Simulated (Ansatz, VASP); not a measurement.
# Two plane-wave programs on WS2

```xyz
6
Lattice="3.1541 0.0000 0.0000 -1.5770 2.7315 0.0000 0.0000 0.0000 12.1428" Properties=species:S:1:pos:R:3 pbc="T T T"
W     0.0000    1.8210    9.1063
W     1.5770    0.9105    3.0365
S     0.0000    1.8210    1.4617
S     1.5770    0.9105    7.5315
S     0.0000    1.8210    4.6113
S     1.5770    0.9105   10.6810
```

Alike in both runs: functional PBE; dispersion D3(BJ); k mesh 12 × 12 × 2; occupations gaussian, width 0.02 eV; no spin polarisation.

Ansatz relaxed the structure, and its values are those at the end. VASP's run is a single point on that final structure, the one shown.

```csv
,VASP,Ansatz
version,VASP 6.6.1,Ansatz 0.2.0
potentials or method,"VASP PAW PBE potentials, release 64 (W_sv, S), cutoff 500 eV","scalar-relativistic, plane waves, PAW"
valence electrons in the cell,52,52
```

Ansatz gave:

```
gap on the k mesh at the Fermi level (eV) : 0.89
least direct gap on the mesh (eV)         : 1.83
pressure (GPa)                            : 0.0
```

Problem. Estimate VASP's values.

Solution. gap on the k mesh at the Fermi level (eV): 0.91; least direct gap on the mesh (eV): 1.83; pressure (GPa): 0.0.

Spin-orbit coupling is off throughout.
